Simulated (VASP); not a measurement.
# Pt (Fm-3m) in VASP: notebook, part 2 of 2

VASP 6.6.1. The steps go on from the part before.

### Step 4. Single point, PBE

This run uses another cell than the first one, of 14.48 Å³/atom, 1.091 times its volume.

The input, INCAR:

```
SYSTEM = Pt
PREC = Accurate
ENCUT = 520
EDIFF = 1E-7
ISMEAR = -1
SIGMA = 0.1
LREAL = .False.
LASPH = .True.
NELM = 80
ALGO = Normal
ISIF = 2
LWAVE = .False.
LCHARG = .False.
GGA = PE
NBANDS = 11
```

The input, KPOINTS:

```
Automatic mesh
0
Gamma
  12 12 12
  0 0 0
```

The input, POSCAR:

```
Pt
1.0
    0.0000000000      1.9343981026      1.9343981026
    1.9343981026      0.0000000000      1.9343981026
    1.9343981026      1.9343981026      0.0000000000
Pt
1
Direct
    0.0000000000      0.0000000000      0.0000000000
```

Potentials or basis: VASP PAW PBE potentials, release 64 (Pt).

On the command line:

```
$ cat potpaw_PBE.64/Pt/POTCAR > POTCAR
$ mpirun -np 1 vasp_std > vasp.out
```

OUTCAR:

```text
SYSTEM = Pt
   PREC = Accurate
   ENCUT = 520
   EDIFF = 1E-7
   ISMEAR = -1
   LREAL = .False.
   LASPH = .True.
   NELM = 80
   ISIF = 2
   GGA = PE

 ion  position               nearest neighbor table
   1  0.000  0.000  0.000-

  LATTYP: Found a face centered cubic cell.
 ALAT       =     3.8687962052

  Lattice vectors:

 A1 = (   0.0000000000,   1.9343981026,   1.9343981026)
 A2 = (   1.9343981026,   0.0000000000,   1.9343981026)
 A3 = (   1.9343981026,   1.9343981026,   0.0000000000)

Analysis of symmetry for initial positions (statically):
=====================================================================
 Subroutine PRICEL returns:
 Original cell was already a primitive cell.

 Routine SETGRP: Setting up the symmetry group for a
 face centered cubic supercell.

 Subroutine GETGRP returns: Found 48 space group operations
 (whereof 48 operations were pure point group operations)
 out of a pool of 48 trial point group operations.

The static configuration has the point symmetry O_h .

Analysis of symmetry for dynamics (positions and initial velocities):
=====================================================================
 Subroutine PRICEL returns:
 Original cell was already a primitive cell.
[... 159 lines left out ...]
 fundamental gap:      0.0027241287
 Fermi energy:        12.1076611634

 k-point     1 :       0.0000    0.0000    0.0000
  band No.  band energies     occupation
      1       1.3844      2.00000
      2       8.0306      2.00000
      3       8.0306      2.00000
      4       8.0306      2.00000
      5      10.3369      2.00000
      6      10.3369      2.00000
      7      26.5820      0.00000
      8      31.7819      0.00000
      9      31.7819      0.00000
     10      31.7819      0.00000
     11      37.2753      0.00000
[... 309 lines left out ...]
 k-point    24 :      -0.4167    0.1667    0.0000
  band No.  band energies     occupation
      1       5.1653      2.00000
      2       7.3322      2.00000
      3       8.6815      2.00000
      4       8.9827      2.00000
      5      11.7656      1.93669
      6      15.1945      0.00000
      7      18.3894      0.00000
      8      27.0767      0.00000
      9      29.2019      0.00000
     10      30.9988      0.00000
     11      39.3959      0.00000

 [... further k-points ...]
[... 5 lines left out ...]
  --------------------------------------------------------------------------------------
  -------------------------------------------------------------------------------------
  Total        2.1329660      2.1329660      2.1329660      0.0000000      0.0000000     -0.0000000
  in kB      236.0624683    236.0624683    236.0624683      0.0000000      0.0000000     -0.0000000
  external PRESSURE =     236.0624683 kB  Pullay stress =       0.0000000 kB

 VOLUME and BASIS-vectors are now :
 -----------------------------------------------------------------------------
  energy-cutoff  :      520.00
  volume of cell :       14.48
      direct lattice vectors                 reciprocal lattice vectors
     0.000000000  1.934398103  1.934398103    -0.258478335  0.258478335  0.258478335
     1.934398103  0.000000000  1.934398103     0.258478335 -0.258478335  0.258478335
     1.934398103  1.934398103  0.000000000     0.258478335  0.258478335 -0.258478335

 POSITION                                       TOTAL-FORCE (eV/Angst)
 -----------------------------------------------------------------------------------
      0.00000      0.00000      0.00000         0.000000     -0.000000      0.000000
 -----------------------------------------------------------------------------------
    total drift:                                0.000000      0.000000      0.000000

  FREE ENERGIE OF THE ION-ELECTRON SYSTEM (eV)
  ---------------------------------------------------
  free  energy   TOTEN  =        -6.0507573313 eV

  energy  without entropy=       -6.0018715491  energy(sigma->0) =       -6.02631444
```

OSZICAR:

```text
N       E                     dE             d eps       ncg     rms          rms(c)
DAV:   1     0.404758797576E+02    0.40476E+02   -0.53988E+03  1632   0.850E+02
DAV:   2    -0.580338041600E+01   -0.46279E+02   -0.43856E+02  1818   0.179E+02
DAV:   3    -0.641359531531E+01   -0.61021E+00   -0.60765E+00  1848   0.195E+01
DAV:   4    -0.641580813584E+01   -0.22128E-02   -0.22127E-02  1830   0.140E+00
DAV:   5    -0.641582486862E+01   -0.16733E-04   -0.16732E-04  1854   0.111E-01    0.147E+01
DAV:   6    -0.609851734566E+01    0.31731E+00   -0.64799E-01  1737   0.657E+00    0.782E+00
DAV:   7    -0.605470802790E+01    0.43809E-01   -0.15995E-01  1812   0.315E+00    0.255E+00
DAV:   8    -0.605104502497E+01    0.36630E-02   -0.97345E-03  1716   0.865E-01    0.616E-01
DAV:   9    -0.605075374847E+01    0.29128E-03   -0.37323E-04  1773   0.169E-01    0.439E-02
DAV:  10    -0.605075740509E+01   -0.36566E-05   -0.69511E-06  2094   0.198E-02    0.581E-03
DAV:  11    -0.605075728771E+01    0.11738E-06   -0.43043E-08  1418   0.190E-03    0.149E-03
DAV:  12    -0.605075733131E+01   -0.43600E-07   -0.39151E-09   963   0.405E-04
   1 F= -.60507573E+01 E0= -.60263144E+01  d E =-.488858E-01
```

stdout:

```text
POSCAR found type information on POSCAR Pt
 POSCAR found :  1 types and       1 ions
 scaLAPACK will be used
 LDA part: xc-table for (Slater+PW92), standard interpolation
 POSCAR, INCAR and KPOINTS ok, starting setup
 FFT: planning ... GRIDC
 FFT: planning ... GRID_SOFT
 FFT: planning ... GRID
 WAVECAR not read
 entering main loop
```

Wall time 6.4 s (1 thread of Intel Xeon 6975P-C (Granite Rapids), shared host); peak memory 0.13 GiB.

What came out:

```yaml
Free_energy: -6.0508 eV
Pressure: 23.6 GPa
Band_gap_on_the_k_mesh: zero (band 5 reaches 12.62 eV, above the bottom of band 6 at 10.22 eV)
```

Levels at points of the mesh, in eV from the Fermi level:
```csv
k point,band 2,band 3,band 4,band 5,band 6,band 7,band 8,band 9
"(0.00, 0.00, 0.00)",-4.08,-4.08,-4.08,-1.77,-1.77,14.47,19.67,19.67
"(0.50, 0.00, 0.00)",-4.15,-4.15,-0.68,0.02,0.02,6.14,14.05,19.22
"(0.50, 0.50, 0.00)",-7.09,-0.01,0.51,0.51,1.67,9.31,11.49,11.49
```

Caveat: spin-orbit coupling is left out, which moves the levels of the heavy elements.

### Step 5. Summary

```csv
cell,gap on the mesh (eV),pressure (GPa)
"a = 2.657 Å, angles 60.0°, 1 atom",none,63.4
"a = 2.697 Å, angles 60.0°, 1 atom",none,41.1
"a = 2.736 Å, angles 60.0°, 1 atom",none,23.6
```

Alike in all rows: task single point; level PBE; potentials or basis VASP PAW PBE potentials, release 64 (Pt); no spin polarisation; k mesh 12 × 12 × 12; cutoff (eV) 520; smearing fermi-dirac 0.1 eV.

Caveats: spin-orbit coupling is left out, which moves the levels of the heavy elements.

Total energies depend on the potentials used, so only differences within one code and one set of settings carry meaning.
